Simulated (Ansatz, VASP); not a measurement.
## Two plane-wave programs on SiSb2

```
Si Sb
1.0
     0.00000    3.41633    3.41633
     3.41633    0.00000    3.41633
     3.41633    3.41633    0.00000
Si Sb
1 2
Direct
  0.00000 0.00000 0.00000
  0.25000 0.25000 0.25000
  0.75000 0.75000 0.75000
```

Alike in both runs: task relaxation of cell and atoms; functional PBE; k mesh 12 × 12 × 12; occupations gaussian, width 0.1 eV; no spin polarisation.

```csv
,VASP,Ansatz
version,VASP 6.6.1,Ansatz 0.2.0
potentials or method,"VASP PAW PBE potentials, release 64 (Si, Sb), cutoff 600 eV","scalar-relativistic, plane waves, PAW"
valence electrons in the cell,14,34
```

```csv
,VASP,Ansatz,Ansatz less VASP
"gap on the k mesh at the Fermi level, each at its own relaxed structure (eV)",none,none,-
relaxed volume (Å³/atom),26.19,26.21,+0.022
relaxed length of the cell vector where the two differ most in proportion (Å),4.807,4.809,+0.0013
```

A gap of «none» marks a metal or a gap that the smearing closes. VASP's potentials hold 14 valence electrons a cell and Ansatz's 34, so a difference there can come from the potentials and not from the codes.

Spin-orbit coupling is off throughout.
